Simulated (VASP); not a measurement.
# EuS (Fm-3m) in VASP: single point with PBE

Aim: the single point of EuS with PBE.

Program: VASP 6.6.1. These are calculated values, not measurements. Logs are shortened: lines on timing, memory, paths and dates and some standing lists are left out, and cuts for length are marked.

### 1 The cell of the first run

Symmetry: Fm-3m, No. 225, cubic system. The conventional cell has a = 5.957 Å, b = 5.957 Å, c = 5.957 Å, α = 90.00°, β = 90.00°, γ = 90.00°. Within 3.9 Å of Eu (site symmetry m-3m) lie 6 S at 2.98 Å. S (site symmetry m-3m) has 6 Eu at 2.98 Å within 3.9 Å.

### 2 Single point, PBE, collinear spin, ferromagnetic start

File INCAR:

```
SYSTEM = EuS
PREC = Accurate ; ENCUT = 600
EDIFF = 1E-6 ; ISMEAR = -1
SIGMA = 0.1 ; LREAL = .FALSE.
LASPH = .TRUE. ; NELM = 200
ALGO = Normal ; ISIF = 2
LWAVE = .FALSE. ; LCHARG = .FALSE.
ISPIN = 2 ; MAGMOM = 4.9 0
LORBIT = 11 ; LMAXMIX = 6
GGA = PE ; NBANDS = 22
GGA_COMPAT = .FALSE.
```

File KPOINTS:

```
Automatic mesh
0
G
  9 9 9
  0 0 0
```

File POSCAR:

```
EuS
1.0
    0.0000000000      2.9785000000      2.9785000000
    2.9785000000      0.0000000000      2.9785000000
    2.9785000000      2.9785000000      0.0000000000
Eu S
1 1
Direct
    0.0000000000      0.0000000000      0.0000000000
    0.5000000000      0.5000000000      0.5000000000
```

Potentials or basis: VASP PAW PBE potentials, release 64 (Eu, S).

The run is started by

```bash
> cat potpaw_PBE.64/Eu/POTCAR potpaw_PBE.64/S/POTCAR > POTCAR
> mpirun -np 1 vasp_std > vasp.out
```

OUTCAR:

```text
SYSTEM = EuS
   PREC = Accurate
   ENCUT = 600
   EDIFF = 1E-6
   ISMEAR = -1
   LREAL = .FALSE.
   LASPH = .TRUE.
   NELM = 200
   ISIF = 2
   ISPIN = 2
   LORBIT = 11
   GGA = PE

 ion  position               nearest neighbor table
   1  0.000  0.000  0.000-   2 2.98   2 2.98   2 2.98   2 2.98   2 2.98   2 2.98
   2  0.500  0.500  0.500-   1 2.98   1 2.98   1 2.98   1 2.98   1 2.98   1 2.98

  LATTYP: Found a face centered cubic cell.
 ALAT       =     5.9570000000

  Lattice vectors:

 A1 = (   0.0000000000,   2.9785000000,   2.9785000000)
 A2 = (   2.9785000000,   0.0000000000,   2.9785000000)
 A3 = (   2.9785000000,   2.9785000000,   0.0000000000)

Analysis of symmetry for initial positions (statically):
=====================================================================
 Subroutine PRICEL returns:
 Original cell was already a primitive cell.

 Routine SETGRP: Setting up the symmetry group for a
 face centered cubic supercell.

 Subroutine GETGRP returns: Found 48 space group operations
 (whereof 48 operations were pure point group operations)
 out of a pool of 48 trial point group operations.

The static configuration has the point symmetry O_h .

Analysis of symmetry for dynamics (positions and initial velocities):
=====================================================================
 Subroutine PRICEL returns:
 Original cell was already a primitive cell.

 Routine SETGRP: Setting up the symmetry group for a
 face centered cubic supercell.

 Subroutine GETGRP returns: Found 48 space group operations
 (whereof 48 operations were pure point group operations)
 out of a pool of 48 trial point group operations.

The dynamic configuration has the point symmetry O_h .

Analysis of structural, dynamic, and magnetic symmetry:
=====================================================================
 Subroutine PRICEL returns:
 Original cell was already a primitive cell.

 Routine SETGRP: Setting up the symmetry group for a
 face centered cubic supercell.

 Subroutine GETGRP returns: Found 48 space group operations
 (whereof 48 operations were pure point group operations)
 out of a pool of 48 trial point group operations.

The overall configuration has the point symmetry O_h .

 Subroutine INISYM returns: Found 48 space group operations
 (whereof 48 operations are pure point group operations),
 and found     1 'primitive' translations

----------------------------------------------------------------------------------------

                                     Primitive cell

  volume of cell :      52.8473

  direct lattice vectors                    reciprocal lattice vectors
     0.000000000  2.978500000  2.978500000    -0.167869733  0.167869733  0.167869733
     2.978500000  0.000000000  2.978500000     0.167869733 -0.167869733  0.167869733
     2.978500000  2.978500000  0.000000000     0.167869733  0.167869733 -0.167869733

  length of vectors
     4.212235096  4.212235096  4.212235096     0.290758907  0.290758907  0.290758907

  position of ions in fractional coordinates (direct lattice)
     0.000000000  0.000000000  0.000000000
     0.500000000  0.500000000  0.500000000

  ion indices of the primitive-cell ions
   primitive index   ion index
                 1           1
                 2           2

----------------------------------------------------------------------------------------

 KPOINTS: Automatic mesh

Automatic generation of k-mesh.
 Grid dimensions read from file:
 generate k-points for:    9    9    9

 Generating k-lattice:

  Cartesian coordinates                     Fractional coordinates (reciprocal lattice)
    -0.018652193  0.018652193  0.018652193     0.111111111  0.000000000  0.000000000
     0.018652193 -0.018652193  0.018652193     0.000000000  0.111111111  0.000000000
     0.018652193  0.018652193 -0.018652193     0.000000000  0.000000000  0.111111111

  Length of vectors
     0.032306545  0.032306545  0.032306545

  Shift w.r.t. Gamma in fractional coordinates (k-lattice)
     0.000000000  0.000000000  0.000000000

 Subroutine IBZKPT returns following result:
 ===========================================

 Found     35 irreducible k-points:

 Following reciprocal coordinates:
            Coordinates               Weight
  0.000000  0.000000  0.000000      1.000000
  0.111111  0.000000  0.000000      8.000000
  0.222222  0.000000  0.000000      8.000000
  0.333333  0.000000  0.000000      8.000000
  0.444444  0.000000  0.000000      8.000000
  0.111111  0.111111  0.000000      6.000000
[... 16 lines left out ...]
 -0.333333  0.333333  0.000000     12.000000
  0.444444  0.444444  0.000000      6.000000
 [... further k-points ...]
   k-points           NKPTS =     35   k-points in BZ     NKDIM =     35   number of bands    NBANDS=     22
   number of dos      NEDOS =    301   number of ions     NIONS =      2
   total plane-waves  NPLWV =  46656
   dimension x,y,z NGX =    36 NGY =   36 NGZ =   36
   dimension x,y,z NGXF=    72 NGYF=   72 NGZF=   72
   ions per type =               1   1
   NGX,Y,Z   is equivalent  to a cutoff of  14.21, 14.21, 14.21 a.u.
   NGXF,Y,Z  is equivalent  to a cutoff of  28.42, 28.42, 28.42 a.u.
 SYSTEM =  EuS
   PREC   = accura    normal or accurate (medium, high low for compatibility)
   ISTART =      0    job   : 0-new  1-cont  2-samecut
   ICHARG =      2    charge: 1-file 2-atom 10-const
   ISPIN  =      2    spin polarized calculation?
   LNONCOLLINEAR =      F non collinear calculations
   LSORBIT =      F    spin-orbit coupling
   LASPH  =      T    aspherical Exc in radial PAW
   ENCUT  =  600.0 eV  44.10 Ry    6.64 a.u.   8.41  8.41  8.41*2*pi/ulx,y,z
   NELM   =    200;   NELMIN=  2; NELMDL= -5     # of ELM steps
   EDIFF  = 0.1E-05   stopping-criterion for ELM
   LREAL  =      F    real-space projection
   EDIFFG = 0.1E-04   stopping-criterion for IOM
   NSW    =      0    number of steps for IOM
   IBRION =     -1    ionic relax: 0-MD 1-quasi-New 2-CG
   NFREE  =      0    steps in history (QN), initial steepest desc. (CG)
   ISIF   =      2    stress and relaxation
   ISYM   =      2    0-nonsym 1-usesym 2-fastsym
   POTIM  = 0.5000    time-step for ionic-motion
   TEBEG  =    0.0;   TEEND  =   0.0 temperature during run
   PSTRESS=    0.0 pullay stress
   NELECT =      23.0000    total number of electrons
   NUPDOWN=      -1.0000    fix difference up-down
   EMIN   =  10.00;   EMAX   =-10.00  energy-range for DOS
   EFERMI =   0.00;   METHOD = LEGACY
   ISMEAR =    -1;   SIGMA  =   0.10  broadening in eV -4-tet -1-fermi 0-gaus
   EFERMI_NEDOS =   21; number of points for ismear=-14 and -15
   IALGO  =     38    algorithm
   IMIX   =      4    mixing-type and parameters
     AMIX     =   0.40;   BMIX     =  1.00
     AMIX_MAG =   1.60;   BMIX_MAG =  1.00
  volume/ion in A,a.u.               =      26.42       178.32
  Fermi-wavevector in a.u.,A,eV,Ry     =   1.240633  2.344456 20.941667  1.539169
  Thomas-Fermi vector in A             =   2.375065
   LORBIT       =     11    0 simple, 1 ext, 2 COOP (PROOUT), +10 PAW based schemes
   GGA     = PE    functional components
   LHFCALC =     F    Hartree Fock is set to
   AEXX    =    0.0000 exact exchange contribution
   IVDW    =     0    specifies the selected vdW correction
   LEPSILON=     F    determine dielectric tensor
   LRPA    =     F    only Hartree local field effects (RPA)
 spin polarized calculation
  energy-cutoff  :      600.00
  volume of cell :       52.85
 maximum number of plane-waves:      1807
 NGX is ok and might be reduce to    36
   NGX = 17   NGY = 17   NGZ = 17

 number of electron      22.9999997 magnetization       6.9562067

 Free energy of the ion-electron system (eV)
  ---------------------------------------------------
  ext. energy  EPLUGINS =         0.00000000
  ---------------------------------------------------
  free energy    TOTEN  =       -19.92239447 eV

  energy without entropy =      -19.86924030  energy(sigma->0) =      -19.89581738

 E-fermi :   4.3871     XC(G=0):  -9.6416

 val. band max:        4.3352372921   @ k =   0.4444   0.3333   0.0000
 cond. band min:       4.4262944218   @ k =  -0.4444   0.4444   0.0000
 fundamental gap:      0.0910571298
 Fermi energy:         4.3870799335

 spin component 1

 k-point     1 :       0.0000    0.0000    0.0000
  band No.  band energies     occupation
      1     -37.2631      1.00000
      2     -15.9651      1.00000
      3     -15.9651      1.00000
      4     -15.9651      1.00000
      5      -9.1793      1.00000
      6       1.5175      1.00000
[... 14 lines left out ...]
     21       6.2225      0.00000
     22      11.6633      0.00000

 k-point     2 :       0.1111    0.0000    0.0000
  band No.  band energies     occupation
      1     -37.2616      1.00000
      2     -16.0059      1.00000
      3     -15.9680      1.00000
      4     -15.9680      1.00000
      5      -9.0852      1.00000
      6       1.0693      1.00000
[... 14 lines left out ...]
     21       6.6794      0.00000
     22      12.1393      0.00000

 k-point     3 :       0.2222    0.0000    0.0000
  band No.  band energies     occupation
      1     -37.2578      1.00000
      2     -16.1057      1.00000
      3     -15.9754      1.00000
      4     -15.9754      1.00000
      5      -8.8440      1.00000
      6       0.1988      1.00000
[... 14 lines left out ...]
     21       7.7669      0.00000
     22      12.9081      0.00000
[... 476 lines left out ...]
 k-point    23 :      -0.3333    0.3333    0.0000
  band No.  band energies     occupation
      1     -37.2472      1.00000
      2     -16.1720      1.00000
      3     -16.1305      1.00000
      4     -16.0187      1.00000
      5      -8.5438      1.00000
      6      -0.2524      1.00000
[... 14 lines left out ...]
     21       9.9662      0.00000
     22      12.0013      0.00000

 k-point    24 :       0.4444    0.4444    0.0000
  band No.  band energies     occupation
      1     -37.2467      1.00000
      2     -16.1930      1.00000
      3     -16.0545      1.00000
      4     -16.0545      1.00000
      5      -8.7806      1.00000
      6       0.1826      1.00000
[... 14 lines left out ...]
     21       8.9706      0.00000
     22      11.3150      0.00000

 [... further k-points ...]

 spin component 2

 k-point     1 :       0.0000    0.0000    0.0000
  band No.  band energies     occupation
      1     -34.1859      1.00000
      2     -13.7166      1.00000
      3     -13.7166      1.00000
      4     -13.7166      1.00000
      5      -9.1741      1.00000
      6       1.6725      1.00000
[... 14 lines left out ...]
     21       8.9593      0.00000
     22      12.7911      0.00000

 k-point     2 :       0.1111    0.0000    0.0000
  band No.  band energies     occupation
      1     -34.1837      1.00000
      2     -13.7830      1.00000
      3     -13.7200      1.00000
      4     -13.7200      1.00000
      5      -9.0609      1.00000
      6       1.2389      1.00000
[... 14 lines left out ...]
     21       8.9939      0.00000
     22      13.2173      0.00000

 k-point     3 :       0.2222    0.0000    0.0000
  band No.  band energies     occupation
      1     -34.1784      1.00000
      2     -13.9404      1.00000
      3     -13.7287      1.00000
      4     -13.7287      1.00000
      5      -8.7792      1.00000
      6       0.3965      1.00000
[... 14 lines left out ...]
     21       9.2180      0.00000
     22      14.0047      0.00000
[... 476 lines left out ...]
 k-point    23 :      -0.3333    0.3333    0.0000
  band No.  band energies     occupation
      1     -34.1636      1.00000
      2     -14.0295      1.00000
      3     -13.9386      1.00000
      4     -13.7853      1.00000
      5      -8.5064      1.00000
      6      -0.0390      1.00000
[... 14 lines left out ...]
     21      10.7116      0.00000
     22      12.9818      0.00000

 k-point    24 :       0.4444    0.4444    0.0000
  band No.  band energies     occupation
      1     -34.1629      1.00000
      2     -14.0253      1.00000
      3     -13.8360      1.00000
      4     -13.8360      1.00000
      5      -8.8178      1.00000
      6       0.4473      1.00000
[... 14 lines left out ...]
     21      10.1401      0.00000
     22      12.0447      0.00000

 [... further k-points ...]

------------------------ aborting loop because EDIFF is reached ----------------------------------------

  FORCE on cell =-STRESS in cart. coord.  units (eV):
  Direction    XX          YY          ZZ          XY          YZ          ZX
  --------------------------------------------------------------------------------------
  -------------------------------------------------------------------------------------
  Total       -0.9188621     -0.9188621     -0.9188621      0.0000000      0.0000000      0.0000000
  in kB      -27.8572415    -27.8572415    -27.8572415      0.0000000      0.0000000      0.0000000
  external PRESSURE =     -27.8572415 kB  Pullay stress =       0.0000000 kB

 VOLUME and BASIS-vectors are now :
 -----------------------------------------------------------------------------
  energy-cutoff  :      600.00
  volume of cell :       52.85
      direct lattice vectors                 reciprocal lattice vectors
     0.000000000  2.978500000  2.978500000    -0.167869733  0.167869733  0.167869733
     2.978500000  0.000000000  2.978500000     0.167869733 -0.167869733  0.167869733
     2.978500000  2.978500000  0.000000000     0.167869733  0.167869733 -0.167869733

 POSITION                                       TOTAL-FORCE (eV/Angst)
 -----------------------------------------------------------------------------------
      0.00000      0.00000      0.00000         0.000000      0.000000      0.000000
      2.97850      2.97850      2.97850        -0.000000      0.000000     -0.000000
 -----------------------------------------------------------------------------------
    total drift:                               -0.000000      0.000000      0.000000

  FREE ENERGIE OF THE ION-ELECTRON SYSTEM (eV)
  ---------------------------------------------------
  free  energy   TOTEN  =       -19.9223944704 eV

  energy  without entropy=      -19.8692402957  energy(sigma->0) =      -19.89581738

 total charge

# of ion       s       p       d       f       tot
--------------------------------------------------
    1        2.027   5.755   0.311   6.643  14.736
    2        1.316   2.429   0.000   0.000   3.745
--------------------------------------------------
tot          3.343   8.184   0.311   6.643  18.481

 magnetization (x)

# of ion       s       p       d       f       tot
--------------------------------------------------
    1       -0.015  -0.113   0.090   6.612   6.574
    2       -0.007  -0.063   0.000   0.000  -0.070
--------------------------------------------------
tot         -0.021  -0.176   0.090   6.612   6.505
```

Wall time 4.5 min (1 thread of Oxide Virtual Turin-like, shared host); peak memory 0.27 GiB.

What came out:

```yaml
Free_energy: -19.9224 eV
Pressure: -2.8 GPa
Net_moment: 6.96 μB per cell
Site_moments: Eu +6.57; S -0.07 μB
Valence_electrons_inside_the_program's_atomic_spheres: Eu 14.74; S 3.75
```

Caveat: spin-orbit coupling is left out, which moves the levels of the heavy elements; a cell with one magnetic atom can't hold antiferromagnetic order, which such compounds often take; semilocal functionals describe open f shells poorly, which spoils levels, moments and volumes. With open d or f shells a metallic result of PBE can be an artefact of self-interaction; +U or a hybrid may open a gap.
